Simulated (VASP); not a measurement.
# KF (R-3m) in VASP: a series of runs

Runs on KF. Level: LDA. Tasks: single point.

Program: VASP 6.6.1. These are calculated values, not measurements. Logs are shortened: lines on timing, memory, paths and dates and some standing lists are left out, and cuts for length are marked.

**1. The cell of the first run**

Symmetry: R-3m, No. 166, trigonal system. Conventional cell: a = 3.630 Å, b = 3.630 Å, c = 9.481 Å, α = 90.00°, β = 90.00°, γ = 120.00°. Within 3.5 Å of K (site symmetry -3m) lie 6 F at 2.62 Å. F (site symmetry -3m) has 6 K at 2.62 Å within 3.5 Å.

**2. Single point, LDA**

Contents of INCAR:

```
SYSTEM = KF
ALGO     = Normal         ! electronic algorithm
EDIFF    = 1E-7           ! SCF threshold, eV
ENCUT    = 520            ! plane-wave cutoff, eV
GGA      = CA             ! functional
ISIF     = 2              ! what is computed and relaxed
ISMEAR   = 0              ! smearing method
LASPH    = .True.         ! aspherical terms in the spheres
LCHARG   = .False.        ! write CHGCAR
LREAL    = .False.        ! projectors in reciprocal space
LWAVE    = .False.        ! write WAVECAR
NBANDS   = 15             ! bands
NELM     = 80             ! most SCF steps
PREC     = Accurate       ! precision mode
SIGMA    = 0.05           ! smearing width, eV
```

Contents of KPOINTS:

```
k-points
0
Gamma
  8 8 8
  0 0 0
```

Contents of POSCAR:

```
KF
1.0
    0.1132881608      2.6802404441      2.6802404441
    2.6802404441      0.1132881608      2.6802404441
    2.6802404441      2.6802404441      0.1132881608
K F
1 1
Direct
    0.0000000000      0.0000000000      0.0000000000
    0.5000000000      0.5000000000      0.5000000000
```

Potentials or basis: VASP PAW LDA potentials, release 64 (K_sv, F).

On the command line:

```bash
cat potpaw_LDA.64/K_sv/POTCAR potpaw_LDA.64/F/POTCAR > POTCAR
mpirun -np 1 vasp_std > vasp.out
```

OUTCAR:

```text
SYSTEM = KF
   EDIFF = 1E-7
   ENCUT = 520
   GGA = CA
   ISIF = 2
   ISMEAR = 0
   LASPH = .True.
   LREAL = .False.
   NELM = 80
   PREC = Accurate

 ion  position               nearest neighbor table
   1  0.000  0.000  0.000-   2 2.62   2 2.62   2 2.62   2 2.62   2 2.62   2 2.62
   2  0.500  0.500  0.500-   1 2.62   1 2.62   1 2.62   1 2.62   1 2.62   1 2.62

  LATTYP: Found a trigonal (rhomboedric) cell.
 ALAT       =     3.7921249826
 COS(alpha) =     0.5417839405

  Lattice vectors:

 A1 = (   0.1132881608,   2.6802404441,   2.6802404441)
 A2 = (   2.6802404441,   0.1132881608,   2.6802404441)
 A3 = (   2.6802404441,   2.6802404441,   0.1132881608)

Analysis of symmetry for initial positions (statically):
=====================================================================
 Subroutine PRICEL returns:
 Original cell was already a primitive cell.

 Routine SETGRP: Setting up the symmetry group for a
 trigonal (rhombohedral) supercell.

 Subroutine GETGRP returns: Found 12 space group operations
 (whereof 12 operations were pure point group operations)
 out of a pool of 12 trial point group operations.

The static configuration has the point symmetry D_3d.

Analysis of symmetry for dynamics (positions and initial velocities):
=====================================================================
 Subroutine PRICEL returns:
 Original cell was already a primitive cell.

 Routine SETGRP: Setting up the symmetry group for a
 trigonal (rhombohedral) supercell.

 Subroutine GETGRP returns: Found 12 space group operations
 (whereof 12 operations were pure point group operations)
 out of a pool of 12 trial point group operations.

The dynamic configuration has the point symmetry D_3d.

 Subroutine INISYM returns: Found 12 space group operations
 (whereof 12 operations are pure point group operations),
 and found     1 'primitive' translations

----------------------------------------------------------------------------------------

                                     Primitive cell

  volume of cell :      36.0680

  direct lattice vectors                    reciprocal lattice vectors
     0.113288161  2.680240444  2.680240444    -0.198814867  0.190752172  0.190752172
     2.680240444  0.113288161  2.680240444     0.190752172 -0.198814867  0.190752172
     2.680240444  2.680240444  0.113288161     0.190752172  0.190752172 -0.198814867

  length of vectors
     3.792124983  3.792124983  3.792124983     0.335112121  0.335112121  0.335112121

  position of ions in fractional coordinates (direct lattice)
     0.000000000  0.000000000  0.000000000
     0.500000000  0.500000000  0.500000000

  ion indices of the primitive-cell ions
   primitive index   ion index
                 1           1
                 2           2

----------------------------------------------------------------------------------------

 KPOINTS: k-points

Automatic generation of k-mesh.
 Grid dimensions read from file:
 generate k-points for:    8    8    8

 Generating k-lattice:

  Cartesian coordinates                     Fractional coordinates (reciprocal lattice)
    -0.024851858  0.023844021  0.023844021     0.125000000  0.000000000 -0.000000000
     0.023844021 -0.024851858  0.023844021     0.000000000  0.125000000 -0.000000000
     0.023844021  0.023844021 -0.024851858     0.000000000  0.000000000  0.125000000

  Length of vectors
     0.041889015  0.041889015  0.041889015

  Shift w.r.t. Gamma in fractional coordinates (k-lattice)
     0.000000000  0.000000000  0.000000000

 Subroutine IBZKPT returns following result:
 ===========================================

 Found     65 irreducible k-points:

 Following reciprocal coordinates:
            Coordinates               Weight
  0.000000  0.000000  0.000000      1.000000
  0.125000  0.000000  0.000000      6.000000
  0.250000  0.000000  0.000000      6.000000
  0.375000  0.000000  0.000000      6.000000
  0.500000  0.000000  0.000000      3.000000
  0.125000  0.125000  0.000000      6.000000
[... 16 lines left out ...]
  0.250000  0.125000  0.125000      6.000000
  0.375000  0.125000  0.125000      6.000000
 [... further k-points ...]
   k-points           NKPTS =     65   k-points in BZ     NKDIM =     65   number of bands    NBANDS=     15
   number of dos      NEDOS =    301   number of ions     NIONS =      2
   total plane-waves  NPLWV =  21952
   dimension x,y,z NGX =    28 NGY =   28 NGZ =   28
   dimension x,y,z NGXF=    56 NGYF=   56 NGZF=   56
   ions per type =               1   1
   NGX,Y,Z   is equivalent  to a cutoff of  12.28, 12.28, 12.28 a.u.
   NGXF,Y,Z  is equivalent  to a cutoff of  24.55, 24.55, 24.55 a.u.
 SYSTEM =  KF
   PREC   = accura    normal or accurate (medium, high low for compatibility)
   ISTART =      0    job   : 0-new  1-cont  2-samecut
   ICHARG =      2    charge: 1-file 2-atom 10-const
   ISPIN  =      1    spin polarized calculation?
   LNONCOLLINEAR =      F non collinear calculations
   LSORBIT =      F    spin-orbit coupling
   LASPH  =      T    aspherical Exc in radial PAW
   ENCUT  =  520.0 eV  38.22 Ry    6.18 a.u.   7.05  7.05  7.05*2*pi/ulx,y,z
   NELM   =     80;   NELMIN=  2; NELMDL= -5     # of ELM steps
   EDIFF  = 0.1E-06   stopping-criterion for ELM
   LREAL  =      F    real-space projection
   EDIFFG = 0.1E-05   stopping-criterion for IOM
   NSW    =      0    number of steps for IOM
   IBRION =     -1    ionic relax: 0-MD 1-quasi-New 2-CG
   NFREE  =      0    steps in history (QN), initial steepest desc. (CG)
   ISIF   =      2    stress and relaxation
   ISYM   =      2    0-nonsym 1-usesym 2-fastsym
   POTIM  = 0.5000    time-step for ionic-motion
   TEBEG  =    0.0;   TEEND  =   0.0 temperature during run
   PSTRESS=    0.0 pullay stress
   NELECT =      16.0000    total number of electrons
   NUPDOWN=      -1.0000    fix difference up-down
   EMIN   =  10.00;   EMAX   =-10.00  energy-range for DOS
   EFERMI =   0.00;   METHOD = LEGACY
   ISMEAR =     0;   SIGMA  =   0.05  broadening in eV -4-tet -1-fermi 0-gaus
   EFERMI_NEDOS =   21; number of points for ismear=-14 and -15
   IALGO  =     38    algorithm
   IMIX   =      4    mixing-type and parameters
     AMIX     =   0.40;   BMIX     =  1.00
     AMIX_MAG =   1.60;   BMIX_MAG =  1.00
  volume/ion in A,a.u.               =      18.03       121.70
  Fermi-wavevector in a.u.,A,eV,Ry     =   1.248554  2.359426 21.209960  1.558888
  Thomas-Fermi vector in A             =   2.382636
   LORBIT       =      0    0 simple, 1 ext, 2 COOP (PROOUT), +10 PAW based schemes
   GGA     = CA    functional components
   LHFCALC =     F    Hartree Fock is set to
   AEXX    =    0.0000 exact exchange contribution
   IVDW    =     0    specifies the selected vdW correction
   LEPSILON=     F    determine dielectric tensor
   LRPA    =     F    only Hartree local field effects (RPA)
 non-spin polarized calculation
 Gauss-broadening in eV      SIGMA  =   0.05
  energy-cutoff  :      520.00
  volume of cell :       36.07
 maximum number of plane-waves:       990
   NGX = 15   NGY = 15   NGZ = 15

 number of electron      16.0000002 magnetization

 Free energy of the ion-electron system (eV)
  ---------------------------------------------------
  ext. energy  EPLUGINS =         0.00000000
  ---------------------------------------------------
  free energy    TOTEN  =        -9.05581876 eV

  energy without entropy =       -9.05581876  energy(sigma->0) =       -9.05581876

 E-fermi :  -2.7655     XC(G=0):  -9.3890

 val. band max:       -3.0360718827   @ k =   0.0000   0.0000   0.0000
 cond. band min:       3.0049189712   @ k =   0.0000   0.0000   0.0000
 fundamental gap:      6.0409908539
 Fermi energy:        -2.7654547549

 k-point     1 :       0.0000    0.0000    0.0000
  band No.  band energies     occupation
      1     -28.5801      2.00000
      2     -21.3101      2.00000
      3     -12.0350      2.00000
      4     -11.9830      2.00000
      5     -11.9830      2.00000
      6      -3.1032      2.00000
      7      -3.0361      2.00000
      8      -3.0361      2.00000
      9       3.0049      0.00000
     10       7.1437      0.00000
     11       7.7962      0.00000
     12       7.7962      0.00000
     13       9.4334      0.00000
     14       9.4334      0.00000
     15      13.6579      0.00000

 k-point     2 :       0.1250    0.0000    0.0000
  band No.  band energies     occupation
      1     -28.5594      2.00000
      2     -21.3276      2.00000
      3     -12.0468      2.00000
      4     -12.0307      2.00000
      5     -11.9942      2.00000
      6      -3.2159      2.00000
      7      -3.1637      2.00000
      8      -3.0983      2.00000
      9       3.4851      0.00000
     10       7.2846      0.00000
     11       7.5580      0.00000
     12       8.0577      0.00000
     13       9.5670      0.00000
     14       9.5880      0.00000
     15      14.5702      0.00000

 k-point     3 :       0.2500    0.0000    0.0000
  band No.  band energies     occupation
      1     -28.5086      2.00000
      2     -21.3712      2.00000
      3     -12.1826      2.00000
      4     -12.0366      2.00000
      5     -12.0209      2.00000
      6      -3.5642      2.00000
      7      -3.3355      2.00000
      8      -3.2446      2.00000
      9       4.6539      0.00000
     10       6.9648      0.00000
     11       8.0476      0.00000
     12       8.7103      0.00000
     13       9.9962      0.00000
     14      10.0739      0.00000
     15      15.9832      0.00000
[... 343 lines left out ...]
 k-point    23 :       0.2500    0.1250    0.1250
  band No.  band energies     occupation
      1     -28.5352      2.00000
      2     -21.3571      2.00000
      3     -12.0950      2.00000
      4     -12.0680      2.00000
      5     -11.9819      2.00000
      6      -3.4646      2.00000
      7      -3.2141      2.00000
      8      -3.1050      2.00000
      9       4.0761      0.00000
     10       6.8322      0.00000
     11       8.2275      0.00000
     12       8.2513      0.00000
     13       9.8779      0.00000
     14       9.8842      0.00000
     15      15.3895      0.00000

 k-point    24 :       0.3750    0.1250    0.1250
  band No.  band energies     occupation
      1     -28.4850      2.00000
      2     -21.3937      2.00000
      3     -12.2361      2.00000
      4     -12.1078      2.00000
      5     -12.0093      2.00000
      6      -3.7058      2.00000
      7      -3.3507      2.00000
      8      -3.2483      2.00000
      9       5.2115      0.00000
     10       6.7480      0.00000
     11       8.5216      0.00000
     12       8.9322      0.00000
     13      10.3375      0.00000
     14      10.5857      0.00000
     15      15.3228      0.00000

 [... further k-points ...]

------------------------ aborting loop because EDIFF is reached ----------------------------------------

  FORCE on cell =-STRESS in cart. coord.  units (eV):
  Direction    XX          YY          ZZ          XY          YZ          ZX
  --------------------------------------------------------------------------------------
  -------------------------------------------------------------------------------------
  Total       -0.3993374     -0.3993374     -0.3993374     -0.1568001     -0.1568001     -0.1568001
  in kB      -17.7389751    -17.7389751    -17.7389751     -6.9652208     -6.9652208     -6.9652208
  external PRESSURE =     -17.7389751 kB  Pullay stress =       0.0000000 kB

 VOLUME and BASIS-vectors are now :
 -----------------------------------------------------------------------------
  energy-cutoff  :      520.00
  volume of cell :       36.07
      direct lattice vectors                 reciprocal lattice vectors
     0.113288161  2.680240444  2.680240444    -0.198814867  0.190752172  0.190752172
     2.680240444  0.113288161  2.680240444     0.190752172 -0.198814867  0.190752172
     2.680240444  2.680240444  0.113288161     0.190752172  0.190752172 -0.198814867

 POSITION                                       TOTAL-FORCE (eV/Angst)
 -----------------------------------------------------------------------------------
      0.00000      0.00000      0.00000        -0.000000      0.000000      0.000000
      2.73688      2.73688      2.73688         0.000000     -0.000000     -0.000000
 -----------------------------------------------------------------------------------
    total drift:                                0.000000      0.000000      0.000000

  FREE ENERGIE OF THE ION-ELECTRON SYSTEM (eV)
  ---------------------------------------------------
  free  energy   TOTEN  =        -9.0558187581 eV

  energy  without entropy=       -9.0558187581  energy(sigma->0) =       -9.05581876
```

Wall time 27 s (1 thread of Intel Xeon Platinum 8375C at 2.90GHz (Ice Lake), shared host); peak memory 0.16 GiB.

What came out:

```yaml
Free_energy: -9.0558 eV
Pressure: -1.8 GPa
Band_gap_on_the_k_mesh: 6.04 eV, direct
```

Stress tensor (GPa, compression positive):
```
-1.77 -0.70 -0.70
-0.70 -1.77 -0.70
-0.70 -0.70 -1.77
```

Levels at points of the mesh, in eV from the valence-band top:
```
           k point  band 4  band 5  band 6  band 7  band 8  band 9  band 10  band 11  band 12  band 13
(0.00, 0.00, 0.00)   -8.95   -8.95   -0.07    0.00    0.00    6.04    10.18    10.83    10.83    12.47
(0.50, 0.00, 0.00)   -9.02   -9.00   -0.94   -0.53   -0.41    9.00    10.66    11.92    12.53    14.49
(0.50, 0.50, 0.00)   -9.26   -9.20   -0.22   -0.09   -0.04    7.89    10.36    11.82    13.78    14.50
(0.50, 0.50, 0.50)   -8.97   -8.97   -0.94   -0.35   -0.35    8.79    10.42    12.09    12.09    14.59
```

**3. Single point, LDA**

This run uses another cell than the first one, of the same volume but with other edges.

Contents of INCAR:

```
ALGO = Normal ; EDIFF = 1E-6
ENCUT = 520 ; GGA = CA
ISIF = 2 ; ISMEAR = 0
LASPH = T ; LCHARG = F
LREAL = F ; LWAVE = F
NBANDS = 15 ; NELM = 60
PREC = Accurate ; SIGMA = 0.05
```

Contents of KPOINTS:

```
k-points
0
Gamma
  8 8 8
```

Contents of POSCAR:

```
KF
1.0
   -0.1109120803      2.5681236747      2.5681236747
    2.5681236747     -0.1109120803      2.5681236747
    2.5681236747      2.5681236747     -0.1109120803
K F
1 1
Direct
    0.0000000000      0.0000000000      0.0000000000
    0.5000000000      0.5000000000      0.5000000000
```

Potentials or basis: VASP PAW LDA potentials, release 64 (K_sv, F).

On the command line:

```bash
cat potpaw_LDA.64/K_sv/POTCAR potpaw_LDA.64/F/POTCAR > POTCAR
mpirun -np 1 vasp_std > vasp.out
```

Wall time 25 s (1 thread of Intel Xeon Platinum 8375C at 2.90GHz (Ice Lake), shared host); peak memory 0.16 GiB.

It converged, with:

- Free energy: -9.0574 eV
- Pressure: -1.8 GPa
- Band gap on the k mesh: 6.03 eV, direct

Stress tensor (GPa, compression positive):
```
-1.77  0.53  0.53
 0.53 -1.77  0.53
 0.53  0.53 -1.77
```

Levels at points of the mesh, in eV from the valence-band top:
| k point | band 4 | band 5 | band 6 | band 7 | band 8 | band 9 | band 10 | band 11 | band 12 | band 13 |
| --- | --- | --- | --- | --- | --- | --- | --- | --- | --- | --- |
| (0.00, 0.00, 0.00) | -8.99 | -8.95 | -0.06 | -0.06 | 0.00 | 6.03 | 10.35 | 10.35 | 11.12 | 12.45 |
| (0.50, 0.00, 0.00) | -9.00 | -9.00 | -0.96 | -0.48 | -0.37 | 8.90 | 10.53 | 11.82 | 12.49 | 14.49 |
| (0.50, 0.50, 0.00) | -9.28 | -9.20 | -0.23 | -0.11 | -0.06 | 7.88 | 10.35 | 11.81 | 13.77 | 14.46 |
| (0.50, 0.50, 0.50) | -9.06 | -9.06 | -0.96 | -0.54 | -0.54 | 9.09 | 10.78 | 12.25 | 12.25 | 14.70 |

A k mesh can miss the band edges. Expect the measured gap to be larger: semilocal functionals such as LDA lack the derivative discontinuity.

**4. Single point, LDA**

This run uses another cell than the first one, of 16.11 Å³/atom, 0.893 times its volume.

Contents of INCAR:

```
SYSTEM = KF
PREC = Accurate
ENCUT = 520
EDIFF = 1E-7
ISMEAR = 0
SIGMA = 0.05
LREAL = .FALSE.
LASPH = .TRUE.
NELM = 60
ALGO = Normal
ISIF = 2
LWAVE = .FALSE.
LCHARG = .FALSE.
NBANDS = 15
```

Contents of KPOINTS:

```
regular mesh
0
G
  8 8 8
  0 0 0
```

Contents of POSCAR:

```
KF
1.0
    0.1091001608      2.5811581842      2.5811581842
    2.5811581842      0.1091001608      2.5811581842
    2.5811581842      2.5811581842      0.1091001608
K F
1 1
Direct
    0.0000000000      0.0000000000      0.0000000000
    0.5000000000      0.5000000000      0.5000000000
```

On the command line:

```bash
cat potpaw_LDA.64/K_sv/POTCAR potpaw_LDA.64/F/POTCAR > POTCAR
mpirun -np 1 vasp_std > vasp.out
```

It took 12 s on 1 thread of Intel Xeon 6975P-C (Granite Rapids), shared host; peak memory 0.16 GiB.

Results (log left out):

```yaml
Free_energy: -9.0363 eV
Pressure: 3.6 GPa
Band_gap_on_the_k_mesh: 6.70 eV, direct
```

Stress tensor (GPa, compression positive):
```
 3.60 -0.57 -0.57
-0.57  3.60 -0.57
-0.57 -0.57  3.60
```

Levels at points of the mesh, in eV from the valence-band top:
```csv
k point,band 5,band 6,band 7,band 8,band 9,band 10,band 11,band 12
"(0.00, 0.00, 0.00)",-8.56,-0.06,0.00,0.00,6.70,10.41,11.13,11.13
"(0.50, 0.00, 0.00)",-8.64,-1.10,-0.66,-0.53,9.46,11.57,12.44,13.11
"(0.50, 0.50, 0.00)",-8.92,-0.11,-0.03,0.00,7.92,11.03,12.78,14.38
"(0.50, 0.50, 0.50)",-8.59,-1.07,-0.46,-0.46,9.27,11.30,12.61,12.61
```

A k mesh can miss the band edges. Expect the measured gap to be larger: semilocal functionals such as LDA lack the derivative discontinuity.

[end of part 1 of 2]
